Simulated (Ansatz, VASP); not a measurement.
KBr in VASP and in Ansatz

Contents of POSCAR:

```
KBr
1.0
    0.0000000000      3.2000287354      3.2000287354
    3.2000287354      0.0000000000      3.2000287354
    3.2000287354      3.2000287354      0.0000000000
K Br
1 1
Direct
    0.0000000000      0.0000000000      0.0000000000
    0.5000000000      0.5000000000      0.5000000000
```

Contents of INCAR.step1:

```
SYSTEM = KBr
PREC = Accurate
ENCUT = 520
ISMEAR = 0
SIGMA = 0.02
LREAL = .FALSE.
LASPH = .TRUE.
NELM = 60
NBANDS = 15
GGA = PE
ALGO = Normal
EDIFF = 1E-4
LWAVE = .TRUE.
LCHARG = .FALSE.
```

The input INCAR.step2:

```
SYSTEM = KBr
PREC = Accurate
ENCUT = 520
EDIFF = 1E-6
ISMEAR = 0
SIGMA = 0.02
LREAL = .FALSE.
LASPH = .TRUE.
NELM = 60
ALGO = Normal
ISIF = 2
LWAVE = .FALSE.
LCHARG = .TRUE.
METAGGA = R2SCAN
LMIXTAU = .TRUE.
LELF = .TRUE.
LVHAR = .TRUE.
NBANDS = 15
ISTART = 1
```

The input KPOINTS:

```
regular mesh
0
G
  6 6 6
  0 0 0
```

Input for Ansatz:

```yaml
crystal:
  lattice:
    - [0.0, 3.2000287354, 3.2000287354]
    - [3.2000287354, 0.0, 3.2000287354]
    - [3.2000287354, 3.2000287354, 0.0]
  atoms:
    - { symbol: K, position: [0.0, 0.0, 0.0] }
    - { symbol: Br, position: [0.5, 0.5, 0.5] }
basis:
  ecutwfc: 500
kpoints:
  mp_grid: { grid: [6, 6, 6] }
hamiltonian:
  xc: r2scan
scf:
  occupations: { method: gaussian, width: 0.02 }
output:
  forces: true
  stress: true
  eigenvalues: true
  write_density: true
  write_potential: true
  elf: true
  volumetric_format: npy
```

Alike in both runs: task single point; functional r2SCAN; k mesh 6 × 6 × 6; occupations gaussian, width 0.02 eV; no spin polarisation.

|  | VASP | Ansatz |
| --- | --- | --- |
| version | VASP 6.6.1 | Ansatz 0.2.0 |
| potentials or method | VASP PAW PBE potentials, release 64 (K_sv, Br), cutoff 520 eV | scalar-relativistic, plane waves, PAW |
| valence electrons in the cell | 16 | 16 |

```csv
,VASP,Ansatz,Ansatz less VASP
gap on the k mesh at the Fermi level (eV),5.36,5.36,-0.002
least direct gap on the mesh (eV),5.36,5.36,-0.002
pressure (GPa),2.0,1.9,-0.02
```

VASP's potentials were made for PBE, not for r2SCAN. With one functional, cell and mesh, what is left measures potentials, basis and numerics.
